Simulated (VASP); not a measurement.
Input of a VASP 6.6.1 run:

The input POSCAR.step1:

```
TePb
1.0
    0.0000000000      3.1310073621      3.1310073621
    3.1310073621      0.0000000000      3.1310073621
    3.1310073621      3.1310073621      0.0000000000
Pb Te
1 1
Direct
    0.0000000000      0.0000000000      0.0000000000
    0.5000000000      0.5000000000      0.5000000000
```

POSCAR.step2

```
TePb
1.0
    0.0000000000      3.1650427173      3.1650427173
    3.1650427173      0.0000000000      3.1650427173
    3.1650427173      3.1650427173      0.0000000000
Pb Te
1 1
Direct
    0.0000000000      0.0000000000      0.0000000000
    0.5000000000      0.5000000000      0.5000000000
```

File POSCAR.step3:

```
TePb
1.0
    0.0000000000      3.1983614049      3.1983614049
    3.1983614049      0.0000000000      3.1983614049
    3.1983614049      3.1983614049      0.0000000000
Pb Te
1 1
Direct
    0.0000000000      0.0000000000      0.0000000000
    0.5000000000      0.5000000000      0.5000000000
```

The input POSCAR.step4:

```
TePb
1.0
    0.0000000000      3.2310000000      3.2310000000
    3.2310000000      0.0000000000      3.2310000000
    3.2310000000      3.2310000000      0.0000000000
Pb Te
1 1
Direct
    0.0000000000      0.0000000000      0.0000000000
    0.5000000000      0.5000000000      0.5000000000
```

The input POSCAR.step5:

```
TePb
1.0
    0.0000000000      3.2629921796      3.2629921796
    3.2629921796      0.0000000000      3.2629921796
    3.2629921796      3.2629921796      0.0000000000
Pb Te
1 1
Direct
    0.0000000000      0.0000000000      0.0000000000
    0.5000000000      0.5000000000      0.5000000000
```

The input POSCAR.step6:

```
TePb
1.0
    0.0000000000      3.2943690292      3.2943690292
    3.2943690292      0.0000000000      3.2943690292
    3.2943690292      3.2943690292      0.0000000000
Pb Te
1 1
Direct
    0.0000000000      0.0000000000      0.0000000000
    0.5000000000      0.5000000000      0.5000000000
```

File POSCAR.step7:

```
TePb
1.0
    0.0000000000      3.3251593095      3.3251593095
    3.3251593095      0.0000000000      3.3251593095
    3.3251593095      3.3251593095      0.0000000000
Pb Te
1 1
Direct
    0.0000000000      0.0000000000      0.0000000000
    0.5000000000      0.5000000000      0.5000000000
```

INCAR

```
SYSTEM = TePb
ALGO     = Normal         ! electronic algorithm
EDIFF    = 1E-7           ! SCF threshold, eV
EFERMI   = MIDGAP       
ENCUT    = 620            ! plane-wave cutoff, eV
GGA_COMPAT= .FALSE.      
ISIF     = 2              ! what is computed and relaxed
ISMEAR   = 0              ! smearing method
KPAR     = 2            
LASPH    = .TRUE.         ! aspherical terms in the spheres
LCHARG   = .FALSE.        ! write CHGCAR
LMIXTAU  = .TRUE.       
LREAL    = .FALSE.        ! projectors in reciprocal space
LWAVE    = .FALSE.        ! write WAVECAR
METAGGA  = SCAN           ! meta-GGA
NELM     = 120            ! most SCF steps
NSW      = 0              ! ionic steps
PREC     = Accurate       ! precision mode
SIGMA    = 0.03           ! smearing width, eV
```

File KPOINTS:

```
Automatic mesh
0
Gamma
  9 9 9
  0 0 0
```

Potentials or basis: VASP PAW PBE potentials, release 64 (Pb_d, Te).

Launch:

```console
$ cat potpaw_PBE.64/Pb_d/POTCAR potpaw_PBE.64/Te/POTCAR > POTCAR
$ cp POSCAR.step1 POSCAR
$ mpirun -np 2 vasp_std > vasp.out
$ cp POSCAR.step2 POSCAR
$ mpirun -np 2 vasp_std > vasp.out
$ cp POSCAR.step3 POSCAR
$ mpirun -np 2 vasp_std > vasp.out
$ cp POSCAR.step4 POSCAR
$ mpirun -np 2 vasp_std > vasp.out
$ cp POSCAR.step5 POSCAR
$ mpirun -np 2 vasp_std > vasp.out
$ cp POSCAR.step6 POSCAR
$ mpirun -np 2 vasp_std > vasp.out
$ cp POSCAR.step7 POSCAR
$ mpirun -np 2 vasp_std > vasp.out
```

**Question.** What does it give for the bulk modulus?

**Answer.** 42 GPa.

**Question.** What does it give for the pressure derivative of the bulk modulus?

**Answer.** 4.2.

**Question.** Estimate the equilibrium volume.

**Answer.** 34.26 Å³/atom.

Energy against volume, from the lowest point:
```tsv
volume (Å³/atom)	energy (meV/atom)
30.694	57.57
31.706	27.43
32.718	8.98
33.730	0.25
34.741	0.00
35.753	7.04
36.765	20.28
```

Caveat: this odd mesh misses L, so gap, dielectric constants and Born charges aren't listed; the PAW data sets were made with another functional, which shifts forces and pressure a little; spin-orbit coupling is left out, which moves the levels of the heavy elements. Zero-point motion and thermal expansion aren't in these numbers.
